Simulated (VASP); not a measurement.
# InF (wurtzite type) (P6_3mc) in VASP: single point with PBE

Aim: the single point of InF (wurtzite type) with PBE.

Everything below comes from runs of VASP 6.6.1. Logs are shortened: lines on timing, memory, paths and dates and some standing lists are left out, and cuts for length are marked.

### 1 The cell of the first run

The structure is hexagonal, space group P6_3mc (No. 186). The conventional cell has a = 3.644 Å, b = 3.644 Å, c = 8.905 Å, α = 90.00°, β = 90.00°, γ = 120.00°. Within 3.2 Å of In (site symmetry 3m) lie 4 F at 2.45 to 3.19 Å. F (site symmetry 3m) has 4 In at 2.45 to 3.19 Å within 3.2 Å.

### 2 Single point, PBE

File INCAR:

```
  ALGO = Normal
  EDIFF = 1E-7
  ENCUT = 520
  GGA = PE
  ISIF = 2
  ISMEAR = -1
  LASPH = T
  LCHARG = F
  LREAL = F
  LWAVE = F
  NBANDS = 28
  NELM = 100
  PREC = Accurate
  SIGMA = 0.05
```

File KPOINTS:

```
k-points
0
Gamma
  14 14 8
```

File POSCAR:

```
InF
1.0
    3.6442862491      0.0000000000      0.0000000000
   -1.8221431245      3.1560444704      0.0000000000
    0.0000000000      0.0000000000      8.9050906643
In F
2 2
Direct
    0.3333333333      0.6666666667      0.0088071711
    0.6666666667      0.3333333333      0.5088071711
    0.3333333333      0.6666666667      0.3671928289
    0.6666666667      0.3333333333      0.8671928289
```

Potentials or basis: VASP PAW PBE potentials, release 64 (In_d, F).

The run is started by

```sh
$ cat potpaw_PBE.64/In_d/POTCAR potpaw_PBE.64/F/POTCAR > POTCAR
$ mpirun -np 1 vasp_std > vasp.out
```

OUTCAR:

```text
EDIFF = 1E-7
   ENCUT = 520
   GGA = PE
   ISIF = 2
   ISMEAR = -1
   LASPH = T
   LREAL = F
   NELM = 100
   PREC = Accurate

 ion  position               nearest neighbor table
   1  0.333  0.667  0.009-   4 2.45   4 2.45   4 2.45
   2  0.667  0.333  0.509-   3 2.45   3 2.45   3 2.45
   3  0.333  0.667  0.367-   2 2.45   2 2.45   2 2.45
   4  0.667  0.333  0.867-   1 2.45   1 2.45   1 2.45

  LATTYP: Found a hexagonal cell.
 ALAT       =     3.6442862491
 C/A-ratio  =     2.4435760683

  Lattice vectors:

 A1 = (   3.6442862491,   0.0000000000,   0.0000000000)
 A2 = (  -1.8221431245,   3.1560444704,   0.0000000000)
 A3 = (   0.0000000000,   0.0000000000,   8.9050906643)

Analysis of symmetry for initial positions (statically):
=====================================================================
 Subroutine PRICEL returns:
 Original cell was already a primitive cell.

 Routine SETGRP: Setting up the symmetry group for a
 hexagonal supercell.

 Subroutine GETGRP returns: Found 12 space group operations
 (whereof  6 operations were pure point group operations)
 out of a pool of 24 trial point group operations.

The static configuration has the point symmetry C_3v.
 The point group associated with its full space group is C_6v.

Analysis of symmetry for dynamics (positions and initial velocities):
=====================================================================
 Subroutine PRICEL returns:
 Original cell was already a primitive cell.

 Routine SETGRP: Setting up the symmetry group for a
 hexagonal supercell.

 Subroutine GETGRP returns: Found 12 space group operations
 (whereof  6 operations were pure point group operations)
 out of a pool of 24 trial point group operations.

The dynamic configuration has the point symmetry C_3v.
 The point group associated with its full space group is C_6v.

 Subroutine INISYM returns: Found 12 space group operations
 (whereof  6 operations are pure point group operations),
 and found     1 'primitive' translations

----------------------------------------------------------------------------------------

                                     Primitive cell

  volume of cell :     102.4222

  direct lattice vectors                    reciprocal lattice vectors
[... 88 lines left out ...]
   LASPH  =      T    aspherical Exc in radial PAW
   ENCUT  =  520.0 eV  38.22 Ry    6.18 a.u.   6.78  6.78 16.56*2*pi/ulx,y,z
   NELM   =    100;   NELMIN=  2; NELMDL= -5     # of ELM steps
   EDIFF  = 0.1E-06   stopping-criterion for ELM
   LREAL  =      F    real-space projection
   EDIFFG = 0.1E-05   stopping-criterion for IOM
   NSW    =      0    number of steps for IOM
   IBRION =     -1    ionic relax: 0-MD 1-quasi-New 2-CG
   NFREE  =      0    steps in history (QN), initial steepest desc. (CG)
   ISIF   =      2    stress and relaxation
   ISYM   =      2    0-nonsym 1-usesym 2-fastsym
   POTIM  = 0.5000    time-step for ionic-motion
   TEBEG  =    0.0;   TEEND  =   0.0 temperature during run
   PSTRESS=    0.0 pullay stress
   NELECT =      40.0000    total number of electrons
   NUPDOWN=      -1.0000    fix difference up-down
   EMIN   =  10.00;   EMAX   =-10.00  energy-range for DOS
   EFERMI =   0.00;   METHOD = LEGACY
   ISMEAR =    -1;   SIGMA  =   0.05  broadening in eV -4-tet -1-fermi 0-gaus
   EFERMI_NEDOS =   21; number of points for ismear=-14 and -15
   IALGO  =     38    algorithm
   IMIX   =      4    mixing-type and parameters
     AMIX     =   0.40;   BMIX     =  1.00
     AMIX_MAG =   1.60;   BMIX_MAG =  1.00
  volume/ion in A,a.u.               =      25.61       172.79
  Fermi-wavevector in a.u.,A,eV,Ry     =   1.196640  2.261322 19.482826  1.431947
  Thomas-Fermi vector in A             =   2.332575
   LORBIT       =      0    0 simple, 1 ext, 2 COOP (PROOUT), +10 PAW based schemes
   GGA     = PE    functional components
   LHFCALC =     F    Hartree Fock is set to
   AEXX    =    0.0000 exact exchange contribution
   IVDW    =     0    specifies the selected vdW correction
   LEPSILON=     F    determine dielectric tensor
   LRPA    =     F    only Hartree local field effects (RPA)
 non-spin polarized calculation
  energy-cutoff  :      520.00
  volume of cell :      102.42
 maximum number of plane-waves:      2793
 NGX is ok and might be reduce to    28
   NGX = 13   NGY = 13   NGZ = 33

 number of electron      39.9999997 magnetization

 Free energy of the ion-electron system (eV)
  ---------------------------------------------------
  ext. energy  EPLUGINS =         0.00000000
  ---------------------------------------------------
  free energy    TOTEN  =       -14.98811310 eV

  energy without entropy =      -14.98811310  energy(sigma->0) =      -14.98811310

 E-fermi :   2.7413     XC(G=0):  -8.0803

 val. band max:        1.9211824790   @ k =   0.3571   0.2857   0.0000
 cond. band min:       3.5376859766   @ k =   0.5000   0.0000   0.0000
 fundamental gap:      1.6165034977
 Fermi energy:         2.7413345770

 k-point     1 :       0.0000    0.0000    0.0000
  band No.  band energies     occupation
      1     -20.4104      2.00000
      2     -20.4046      2.00000
      3     -11.6064      2.00000
      4     -11.6064      2.00000
      5     -11.6059      2.00000
      6     -11.6059      2.00000
[... 733 lines left out ...]
     27      10.0519      0.00000
     28      12.2977      0.00000

 [... further k-points ...]

------------------------ aborting loop because EDIFF is reached ----------------------------------------

  FORCE on cell =-STRESS in cart. coord.  units (eV):
  Direction    XX          YY          ZZ          XY          YZ          ZX
  --------------------------------------------------------------------------------------
  -------------------------------------------------------------------------------------
  Total       -0.0376422     -0.0376422     -0.0575881     -0.0000000      0.0000000      0.0000000
  in kB       -0.5888317     -0.5888317     -0.9008437     -0.0000000      0.0000000      0.0000000
  external PRESSURE =      -0.6928357 kB  Pullay stress =       0.0000000 kB

 VOLUME and BASIS-vectors are now :
 -----------------------------------------------------------------------------
  energy-cutoff  :      520.00
  volume of cell :      102.42
      direct lattice vectors                 reciprocal lattice vectors
     3.644286249  0.000000000  0.000000000     0.274402155  0.158426158  0.000000000
    -1.822143124  3.156044470  0.000000000     0.000000000  0.316852316  0.000000000
     0.000000000  0.000000000  8.905090664     0.000000000  0.000000000  0.112295319

 POSITION                                       TOTAL-FORCE (eV/Angst)
 -----------------------------------------------------------------------------------
     -0.00000      2.10403      0.07843         0.000000     -0.000000      0.017305
      1.82214      1.05201      4.53097        -0.000000     -0.000000      0.017305
     -0.00000      2.10403      3.26989         0.000000     -0.000000     -0.017305
      1.82214      1.05201      7.72243         0.000000      0.000000     -0.017305
 -----------------------------------------------------------------------------------
    total drift:                               -0.000000      0.000001      0.000039

  FREE ENERGIE OF THE ION-ELECTRON SYSTEM (eV)
  ---------------------------------------------------
  free  energy   TOTEN  =       -14.9881131045 eV

  energy  without entropy=      -14.9881130963  energy(sigma->0) =      -14.98811310
```

Run time: 4.9 min. Hardware: 1 thread of Intel Xeon Platinum 8488C (Sapphire Rapids), shared host; peak memory 0.42 GiB.

Results:

* Free energy: -14.9881 eV
* Pressure: -0.1 GPa
* Largest force: 0.017 eV/Å
* Band gap on the k mesh: 1.62 eV (least direct gap 1.83 eV)

Forces in eV/Å, atoms in the order of the input:
```
In   0.000  0.000  0.017
In   0.000  0.000  0.017
F    0.000  0.000 -0.017
F    0.000  0.000 -0.017
```

Levels at points of the mesh, in eV from the valence-band top:
| k point | band 16 | band 17 | band 18 | band 19 | band 20 | band 21 | band 22 | band 23 | band 24 | band 25 |
| --- | --- | --- | --- | --- | --- | --- | --- | --- | --- | --- |
| (0.00, 0.00, 0.00) | -3.61 | -3.58 | -3.58 | -3.10 | -1.74 | 1.63 | 4.09 | 7.95 | 8.77 | 8.77 |
| (0.50, 0.00, 0.00) | -3.97 | -3.86 | -3.81 | -0.73 | -0.22 | 1.62 | 1.70 | 4.92 | 5.92 | 6.95 |
| (0.00, 0.00, 0.50) | -3.59 | -3.59 | -3.59 | -2.45 | -2.45 | 2.73 | 2.73 | 8.82 | 8.82 | 8.82 |
| (0.50, 0.00, 0.50) | -4.05 | -3.83 | -3.83 | -0.51 | -0.51 | 1.67 | 1.67 | 5.56 | 5.56 | 7.00 |

Caveat: spin-orbit coupling is left out, which moves the levels of the heavy elements. A k mesh can miss the band edges.
